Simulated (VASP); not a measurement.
Input of a VASP 6.6.1 run:

The input INCAR:

```
SYSTEM = AlNi3
ALGO = Normal
EDIFF = 1E-7
ENCUT = 520
GGA = CA
ISIF = 2
ISMEAR = 0
ISPIN = 2
LASPH = .TRUE.
LCHARG = .FALSE.
LMAXMIX = 4
LORBIT = 11
LREAL = .FALSE.
LWAVE = .FALSE.
MAGMOM = 0 0.625 0.625 0.625
NBANDS = 28
NELM = 150
NUPDOWN = 1.875
PREC = Accurate
SIGMA = 0.15
```

KPOINTS

```
k-points
0
G
  14 14 14
  0 0 0
```

Contents of POSCAR:

```
AlNi3
1.0
    0.0000000000      2.7677403110      2.7677403110
    2.7677403110      0.0000000000      2.7677403110
    2.7677403110      2.7677403110      0.0000000000
Al Ni
1 3
Direct
    0.5000000000      0.5000000000      0.5000000000
    0.2500000000      0.2500000000      0.2500000000
    0.0000000000      0.0000000000      0.0000000000
    0.7500000000      0.7500000000      0.7500000000
```

Potentials or basis: VASP PAW LDA potentials, release 64 (Al, Ni).

Command:

```bash
$ cat potpaw_LDA.64/Al/POTCAR potpaw_LDA.64/Ni/POTCAR > POTCAR
$ mpirun -np 1 vasp_std > vasp.out
```

Predict the pressure.

3.5 GPa.

Caveat: the total moment is fixed, so each spin has its own Fermi level.
